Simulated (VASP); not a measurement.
# Ru2C5 (P-3m1) in VASP: further runs

The runs below take Ru2C5 through single point, relaxation of shape and atoms at fixed volume, with PBE.

Program: VASP 6.6.1. These are calculated values, not measurements. Logs are shortened: lines on timing, memory, paths and dates and some standing lists are left out, and cuts for length are marked.

### Step 1. The cell of the first run

It takes space group P-3m1 (No. 164, trigonal). Conventional cell: a = 2.533 Å, b = 2.533 Å, c = 30.613 Å, α = 90.00°, β = 90.00°, γ = 120.00°. Within 3.3 Å of Ru (site symmetry 3m) lie 12 Ru at 2.53 to 2.65 Å. Within 3.3 Å of Ru (site symmetry 3m) lie 9 Ru at 2.53 to 2.63 Å. C (site symmetry 3m) has 3 C at 1.46 Å within 2.0 Å. Within 2.0 Å of C (site symmetry 3m) lie 3 C at 1.46 Å. Within 2.0 Å of C (site symmetry 3m) lie 3 C at 1.46 Å. Within 2.0 Å of C (site symmetry 3m) lie 3 C at 1.46 Å. C (site symmetry 3m) has 3 C at 1.46 Å within 2.0 Å.

### Step 2. Single point, PBE (12.15 Å³/atom)

The input, INCAR:

```
ALGO     = Normal         # electronic algorithm
EDIFF    = 1E-7           # SCF threshold, eV
ENCUT    = 520            # plane-wave cutoff, eV
GGA      = PE             # functional
ISIF     = 2              # what is computed and relaxed
ISMEAR   = 0              # smearing method
LASPH    = T              # aspherical terms in the spheres
LCHARG   = F              # write CHGCAR
LREAL    = F              # projectors in reciprocal space
LWAVE    = F              # write WAVECAR
NBANDS   = 61             # bands
NELM     = 80             # most SCF steps
PREC     = Accurate       # precision mode
SIGMA    = 0.1            # smearing width, eV
```

The input, KPOINTS:

```
k-points
0
Gamma
  12 12 1
```

The input, POSCAR:

```
Ru2C5
1.0
    2.5329510935      0.0000000000      0.0000000000
   -1.2664755468      2.1935999935      0.0000000000
    0.0000000000      0.0000000000     30.6129708003
Ru C
4 10
Direct
    0.6666666667      0.3333333333      0.9639283807
    0.3333333333      0.6666666667      0.8925981016
    0.3333333333      0.6666666667      0.0360716193
    0.6666666667      0.3333333333      0.1074018984
    0.3333333333      0.6666666667      0.4999935257
    0.6666666667      0.3333333333      0.5000064743
    0.0000000000      0.0000000000      0.6288168824
    0.6666666667      0.3333333333      0.6288163615
    0.0000000000      0.0000000000      0.3711831176
    0.3333333333      0.6666666667      0.3711836385
    0.6666666667      0.3333333333      0.7572066947
    0.3333333333      0.6666666667      0.7572214794
    0.3333333333      0.6666666667      0.2427933053
    0.6666666667      0.3333333333      0.2427785206
```

Potentials or basis: VASP PAW PBE potentials, release 64 (Ru_pv, C).

Launch:

```bash
cat potpaw_PBE.64/Ru_pv/POTCAR potpaw_PBE.64/C/POTCAR > POTCAR
mpirun -np 1 vasp_std > vasp.out
```

OUTCAR:

```text
EDIFF = 1E-7
   ENCUT = 520
   GGA = PE
   ISIF = 2
   ISMEAR = 0
   LASPH = T
   LREAL = F
   NELM = 80
   PREC = Accurate

 ion  position               nearest neighbor table
   1  0.667  0.333  0.964-   2 2.63   2 2.63   2 2.63   3 2.65   3 2.65   3 2.65
   2  0.333  0.667  0.893-   1 2.63   1 2.63   1 2.63
   3  0.333  0.667  0.036-   4 2.63   4 2.63   4 2.63   1 2.65   1 2.65   1 2.65
   4  0.667  0.333  0.107-   3 2.63   3 2.63   3 2.63
   5  0.333  0.667  0.500-   6 1.46   6 1.46   6 1.46
   6  0.667  0.333  0.500-   5 1.46   5 1.46   5 1.46
   7  0.000  0.000  0.629-   8 1.46   8 1.46   8 1.46
   8  0.667  0.333  0.629-   7 1.46   7 1.46   7 1.46
   9  0.000  0.000  0.371-  10 1.46  10 1.46  10 1.46
  10  0.333  0.667  0.371-   9 1.46   9 1.46   9 1.46
  11  0.667  0.333  0.757-  12 1.46  12 1.46  12 1.46
  12  0.333  0.667  0.757-  11 1.46  11 1.46  11 1.46
  13  0.333  0.667  0.243-  14 1.46  14 1.46  14 1.46
  14  0.667  0.333  0.243-  13 1.46  13 1.46  13 1.46

  LATTYP: Found a hexagonal cell.
 ALAT       =     2.5329510935
 C/A-ratio  =    12.0858909905

  Lattice vectors:

 A1 = (   2.5329510935,   0.0000000000,   0.0000000000)
 A2 = (  -1.2664755468,   2.1935999935,   0.0000000000)
 A3 = (   0.0000000000,   0.0000000000,  30.6129708003)

Analysis of symmetry for initial positions (statically):
=====================================================================
 Subroutine PRICEL returns:
 Original cell was already a primitive cell.

 Routine SETGRP: Setting up the symmetry group for a
 hexagonal supercell.

 Subroutine GETGRP returns: Found 12 space group operations
 (whereof 12 operations were pure point group operations)
 out of a pool of 24 trial point group operations.

The static configuration has the point symmetry D_3d.

Analysis of symmetry for dynamics (positions and initial velocities):
=====================================================================
 Subroutine PRICEL returns:
 Original cell was already a primitive cell.

 Routine SETGRP: Setting up the symmetry group for a
 hexagonal supercell.

 Subroutine GETGRP returns: Found 12 space group operations
 (whereof 12 operations were pure point group operations)
 out of a pool of 24 trial point group operations.

The dynamic configuration has the point symmetry D_3d.

 Subroutine INISYM returns: Found 12 space group operations
 (whereof 12 operations are pure point group operations),
 and found     1 'primitive' translations

----------------------------------------------------------------------------------------

                                     Primitive cell

  volume of cell :     170.0943

  direct lattice vectors                    reciprocal lattice vectors
     2.532951093  0.000000000  0.000000000     0.394796411  0.227935814  0.000000000
    -1.266475547  2.193599993  0.000000000     0.000000000  0.455871628  0.000000000
     0.000000000  0.000000000 30.612970800     0.000000000  0.000000000  0.032665892

  length of vectors
     2.532951093  2.532951094 30.612970800     0.455871628  0.455871628  0.032665892

  position of ions in fractional coordinates (direct lattice)
     0.666666667  0.333333333  0.963928381
     0.333333333  0.666666667  0.892598102
     0.333333333  0.666666667  0.036071619
     0.666666667  0.333333333  0.107401898
     0.333333333  0.666666667  0.499993526
     0.666666667  0.333333333  0.500006474
     0.000000000  0.000000000  0.628816882
     0.666666667  0.333333333  0.628816362
     0.000000000  0.000000000  0.371183118
     0.333333333  0.666666667  0.371183638
     0.666666667  0.333333333  0.757206695
     0.333333333  0.666666667  0.757221479
     0.333333333  0.666666667  0.242793305
     0.666666667  0.333333333  0.242778521

  ion indices of the primitive-cell ions
   primitive index   ion index
                 1           1
                 2           2
                 3           3
                 4           4
                 5           5
                 6           6
                 7           7
                 8           8
                 9           9
                10          10
                11          11
                12          12
                13          13
                14          14

----------------------------------------------------------------------------------------

 KPOINTS: k-points

Automatic generation of k-mesh.
 Grid dimensions read from file:
 generate k-points for:   12   12    1

 Generating k-lattice:

  Cartesian coordinates                     Fractional coordinates (reciprocal lattice)
     0.032899701  0.018994651  0.000000000     0.083333333  0.000000000  0.000000000
     0.000000000  0.037989302  0.000000000     0.000000000  0.083333333  0.000000000
     0.000000000  0.000000000  0.032665892     0.000000000  0.000000000  1.000000000

  Length of vectors
     0.037989302  0.037989302  0.032665892

  Shift w.r.t. Gamma in fractional coordinates (k-lattice)
     0.000000000  0.000000000  0.000000000

 Subroutine IBZKPT returns following result:
 ===========================================

 Found     19 irreducible k-points:

 Following reciprocal coordinates:
            Coordinates               Weight
  0.000000  0.000000  0.000000      1.000000
  0.083333 -0.000000  0.000000      6.000000
  0.166667 -0.000000  0.000000      6.000000
  0.250000  0.000000  0.000000      6.000000
  0.333333 -0.000000  0.000000      6.000000
  0.416667  0.000000  0.000000      6.000000
[... 11 lines left out ...]
  0.333333  0.250000  0.000000     12.000000
  0.333333  0.333333  0.000000      2.000000
   k-points           NKPTS =     19   k-points in BZ     NKDIM =     19   number of bands    NBANDS=     61
   number of dos      NEDOS =    301   number of ions     NIONS =     14
   total plane-waves  NPLWV =  96000
   dimension x,y,z NGX =    20 NGY =   20 NGZ =  240
   dimension x,y,z NGXF=    40 NGYF=   40 NGZF=  480
   ions per type =               4  10
   NGX,Y,Z   is equivalent  to a cutoff of  13.13, 13.13, 13.03 a.u.
   NGXF,Y,Z  is equivalent  to a cutoff of  26.25, 26.25, 26.07 a.u.
 SYSTEM =  unknown system
   PREC   = accura    normal or accurate (medium, high low for compatibility)
   ISTART =      0    job   : 0-new  1-cont  2-samecut
   ICHARG =      2    charge: 1-file 2-atom 10-const
   ISPIN  =      1    spin polarized calculation?
   LNONCOLLINEAR =      F non collinear calculations
   LSORBIT =      F    spin-orbit coupling
   LASPH  =      T    aspherical Exc in radial PAW
   ENCUT  =  520.0 eV  38.22 Ry    6.18 a.u.   4.71  4.71 56.92*2*pi/ulx,y,z
   NELM   =     80;   NELMIN=  2; NELMDL= -5     # of ELM steps
   EDIFF  = 0.1E-06   stopping-criterion for ELM
   LREAL  =      F    real-space projection
   EDIFFG = 0.1E-05   stopping-criterion for IOM
   NSW    =      0    number of steps for IOM
   IBRION =     -1    ionic relax: 0-MD 1-quasi-New 2-CG
   NFREE  =      0    steps in history (QN), initial steepest desc. (CG)
   ISIF   =      2    stress and relaxation
   ISYM   =      2    0-nonsym 1-usesym 2-fastsym
   POTIM  = 0.5000    time-step for ionic-motion
   TEBEG  =    0.0;   TEEND  =   0.0 temperature during run
   PSTRESS=    0.0 pullay stress
   NELECT =      96.0000    total number of electrons
   NUPDOWN=      -1.0000    fix difference up-down
   EMIN   =  10.00;   EMAX   =-10.00  energy-range for DOS
   EFERMI =   0.00;   METHOD = LEGACY
   ISMEAR =     0;   SIGMA  =   0.10  broadening in eV -4-tet -1-fermi 0-gaus
   EFERMI_NEDOS =   21; number of points for ismear=-14 and -15
   IALGO  =     38    algorithm
   IMIX   =      4    mixing-type and parameters
     AMIX     =   0.40;   BMIX     =  1.00
     AMIX_MAG =   1.60;   BMIX_MAG =  1.00
  volume/ion in A,a.u.               =      12.15        81.99
  Fermi-wavevector in a.u.,A,eV,Ry     =   1.352909  2.556628 24.903607  1.830363
  Thomas-Fermi vector in A             =   2.480209
   LORBIT       =      0    0 simple, 1 ext, 2 COOP (PROOUT), +10 PAW based schemes
   GGA     = PE    functional components
   LHFCALC =     F    Hartree Fock is set to
   AEXX    =    0.0000 exact exchange contribution
   IVDW    =     0    specifies the selected vdW correction
   LEPSILON=     F    determine dielectric tensor
   LRPA    =     F    only Hartree local field effects (RPA)
 non-spin polarized calculation
 Gauss-broadening in eV      SIGMA  =   0.10
  energy-cutoff  :      520.00
  volume of cell :      170.09
 maximum number of plane-waves:      4637
 NGX is ok and might be reduce to    20
   NGX =  9   NGY =  9   NGZ =113

 number of electron      95.9999992 magnetization

 Free energy of the ion-electron system (eV)
  ---------------------------------------------------
  ext. energy  EPLUGINS =         0.00000000
  ---------------------------------------------------
  free energy    TOTEN  =      -125.71101041 eV

  energy without entropy =     -125.68749475  energy(sigma->0) =     -125.69925258

 E-fermi :   5.8307     XC(G=0): -10.4752

 val. band max:        5.7878205081   @ k =   0.2500   0.0000   0.0000
 cond. band min:       5.8354241263   @ k =   0.3333   0.3333   0.0000
 fundamental gap:      0.0476036182
 Fermi energy:         5.8306886214

 k-point     1 :       0.0000    0.0000    0.0000
  band No.  band energies     occupation
      1     -38.0526      2.00000
      2     -37.5973      2.00000
      3     -37.0843      2.00000
      4     -36.9054      2.00000
      5     -36.9054      2.00000
      6     -36.9052      2.00000
[... 52 lines left out ...]
     59      10.4157      0.00000
     60      11.4495      0.00000

 k-point     2 :       0.0833   -0.0000    0.0000
  band No.  band energies     occupation
      1     -38.0255      2.00000
      2     -37.5864      2.00000
      3     -37.1007      2.00000
      4     -36.9964      2.00000
      5     -36.9306      2.00000
      6     -36.9112      2.00000
[... 52 lines left out ...]
     59      10.6206      0.00000
     60      11.6648      0.00000

 k-point     3 :       0.1667   -0.0000    0.0000
  band No.  band energies     occupation
      1     -37.9512      2.00000
      2     -37.5778      2.00000
      3     -37.2698      2.00000
      4     -37.2155      2.00000
      5     -36.9980      2.00000
      6     -36.9876      2.00000
[... 944 lines left out ...]
      6     -37.5909      2.00000
[... 52 lines left out ...]
     59      13.5409      0.00000
     60      14.1331      0.00000

 k-point    19 :       0.3333    0.3333    0.0000
  band No.  band energies     occupation
      1     -37.9339      2.00000
      2     -37.9304      2.00000
      3     -37.9304      2.00000
      4     -37.7748      2.00000
      5     -37.5399      2.00000
      6     -37.5399      2.00000
[... 52 lines left out ...]
     59      14.9437      0.00000
     60      14.9437      0.00000
 [bands above 60 left out]

------------------------ aborting loop because EDIFF is reached ----------------------------------------

  FORCE on cell =-STRESS in cart. coord.  units (eV):
  Direction    XX          YY          ZZ          XY          YZ          ZX
  --------------------------------------------------------------------------------------
  -------------------------------------------------------------------------------------
  Total        0.8773751      0.8773751      0.4154835     -0.0000000      0.0000000      0.0000000
  in kB        8.2643019      8.2643019      3.9135841     -0.0000000      0.0000000      0.0000000
  external PRESSURE =       6.8140627 kB  Pullay stress =       0.0000000 kB

 VOLUME and BASIS-vectors are now :
 -----------------------------------------------------------------------------
  energy-cutoff  :      520.00
  volume of cell :      170.09
      direct lattice vectors                 reciprocal lattice vectors
     2.532951093  0.000000000  0.000000000     0.394796411  0.227935814  0.000000000
    -1.266475547  2.193599993  0.000000000     0.000000000  0.455871628  0.000000000
     0.000000000  0.000000000 30.612970800     0.000000000  0.000000000  0.032665892

 POSITION                                       TOTAL-FORCE (eV/Angst)
 -----------------------------------------------------------------------------------
      1.26648      0.73120     29.50871         0.000000     -0.000000     -0.009514
     -0.00000      1.46240     27.32508         0.000000     -0.000000     -0.015470
     -0.00000      1.46240      1.10426         0.000000      0.000000      0.009514
      1.26648      0.73120      3.28789         0.000000      0.000000      0.015470
     -0.00000      1.46240     15.30629         0.000000     -0.000000      0.000197
      1.26648      0.73120     15.30668         0.000000      0.000000     -0.000197
      0.00000      0.00000     19.24995         0.000000     -0.000000     -0.001008
      1.26648      0.73120     19.24994        -0.000000      0.000000     -0.000278
      0.00000      0.00000     11.36302        -0.000000     -0.000000      0.001008
     -0.00000      1.46240     11.36303         0.000000     -0.000000      0.000278
      1.26648      0.73120     23.18035         0.000000      0.000000      0.001670
     -0.00000      1.46240     23.18080         0.000000     -0.000000     -0.002779
     -0.00000      1.46240      7.43262         0.000000     -0.000000     -0.001670
      1.26648      0.73120      7.43217         0.000000      0.000000      0.002779
 -----------------------------------------------------------------------------------
    total drift:                               -0.000000      0.000000      0.000000

  FREE ENERGIE OF THE ION-ELECTRON SYSTEM (eV)
  ---------------------------------------------------
  free  energy   TOTEN  =      -125.7110104089 eV

  energy  without entropy=     -125.6874947496  energy(sigma->0) =     -125.69925258
```

It took 5.2 min on 1 thread of Intel Xeon 6975P-C (Granite Rapids), shared host; peak memory 0.37 GiB.

What came out:

```
Free energy            : -125.7110 eV
Pressure               : 0.7 GPa
Largest force          : 0.015 eV/Å
Band gap on the k mesh : zero (bands 48 and 49 overlap by 2.76 eV)
```

Forces in eV/Å, atoms in the order of the input:
```
Ru   0.000  0.000 -0.010
Ru   0.000  0.000 -0.015
Ru   0.000  0.000  0.010
Ru   0.000  0.000  0.015
C    0.000  0.000  0.000
C    0.000  0.000  0.000
C    0.000  0.000 -0.001
C    0.000  0.000  0.000
C    0.000  0.000  0.001
C    0.000  0.000  0.000
C    0.000  0.000  0.002
C    0.000  0.000 -0.003
C    0.000  0.000 -0.002
C    0.000  0.000  0.003
```

Levels at points of the mesh, in eV from the Fermi level:
```tsv
k point	band 45	band 46	band 47	band 48	band 49	band 50	band 51	band 52
(0.00, 0.00, 0.00)	-2.40	-2.33	-2.33	-0.47	-0.47	-0.35	0.40	0.40
(0.50, 0.00, 0.00)	0.22	0.26	1.08	1.36	1.52	1.59	1.66	1.75
```

### Step 3. Single point, PBE

This run uses another cell than the first one, of 12.93 Å³/atom.

The input, INCAR:

```
SYSTEM = Ru2C5
PREC     = Accurate       ! precision mode
ENCUT    = 520            ! plane-wave cutoff, eV
EDIFF    = 1E-6           ! SCF threshold, eV
ISMEAR   = 0              ! smearing method
SIGMA    = 0.1            ! smearing width, eV
LREAL    = .FALSE.        ! projectors in reciprocal space
LASPH    = .TRUE.         ! aspherical terms in the spheres
NELM     = 100            ! most SCF steps
ALGO     = Normal         ! electronic algorithm
ISIF     = 2              ! what is computed and relaxed
LWAVE    = .FALSE.        ! write WAVECAR
LCHARG   = .FALSE.        ! write CHGCAR
GGA      = PE             ! functional
NBANDS   = 61             ! bands
```

The input, KPOINTS:

```
regular mesh
0
G
  12 12 1
  0 0 0
```

The input, POSCAR:

```
Ru2C5
1.0
    2.5341243517      0.0000000000      0.0000000000
   -1.2670621759      2.1946160649      0.0000000000
    0.0000000000      0.0000000000     32.5368412254
Ru C
4 10
Direct
    0.6666666667      0.3333333333      0.9660367141
    0.3333333333      0.6666666667      0.8989165331
    0.3333333333      0.6666666667      0.0339632859
    0.6666666667      0.3333333333      0.1010834669
    0.3333333333      0.6666666667      0.4999957243
    0.6666666667      0.3333333333      0.5000042757
    0.0000000000      0.0000000000      0.6290978532
    0.6666666667      0.3333333333      0.6290961941
    0.0000000000      0.0000000000      0.3709021468
    0.3333333333      0.6666666667      0.3709038059
    0.6666666667      0.3333333333      0.7592785973
    0.3333333333      0.6666666667      0.7592906580
    0.3333333333      0.6666666667      0.2407214027
    0.6666666667      0.3333333333      0.2407093420
```

Potentials or basis: VASP PAW PBE potentials, release 64 (Ru_pv, C).

Launch:

```bash
cat potpaw_PBE.64/Ru_pv/POTCAR potpaw_PBE.64/C/POTCAR > POTCAR
mpirun -np 1 vasp_std > vasp.out
```

Run time: 5.1 min. Hardware: 1 thread of Intel Xeon 6975P-C (Granite Rapids), shared host; peak memory 0.38 GiB.

It converged, with:

- Free energy: -125.7229 eV
- Pressure: 0.3 GPa
- Largest force: 0.014 eV/Å
- Band gap on the k mesh: zero (bands 48 and 49 overlap by 2.75 eV)

Forces in eV/Å, atoms in the order of the input:
```
Ru   0.000  0.000  0.001
Ru   0.000  0.000 -0.014
Ru   0.000  0.000 -0.001
Ru   0.000  0.000  0.014
C    0.000  0.000  0.001
C    0.000  0.000 -0.001
C    0.000  0.000  0.000
C    0.000  0.000  0.001
C    0.000  0.000  0.000
C    0.000  0.000 -0.001
C    0.000  0.000  0.005
C    0.000  0.000 -0.004
C    0.000  0.000 -0.005
C    0.000  0.000  0.004
```

Stress tensor (GPa, compression positive):
```
0.36 0.00 0.00
0.00 0.36 0.00
0.00 0.00 0.05
```

Levels at points of the mesh, in eV from the Fermi level:
| k point | band 45 | band 46 | band 47 | band 48 | band 49 | band 50 | band 51 | band 52 |
| --- | --- | --- | --- | --- | --- | --- | --- | --- |
| (0.00, 0.00, 0.00) | -2.40 | -2.33 | -2.33 | -0.47 | -0.47 | -0.39 | 0.40 | 0.40 |
| (0.50, 0.00, 0.00) | 0.22 | 0.26 | 1.09 | 1.36 | 1.55 | 1.61 | 1.66 | 1.72 |

(Continued in part 2 of 2.)

The gap in the log of VASP goes by the Fermi energy; the results here count the filled bands.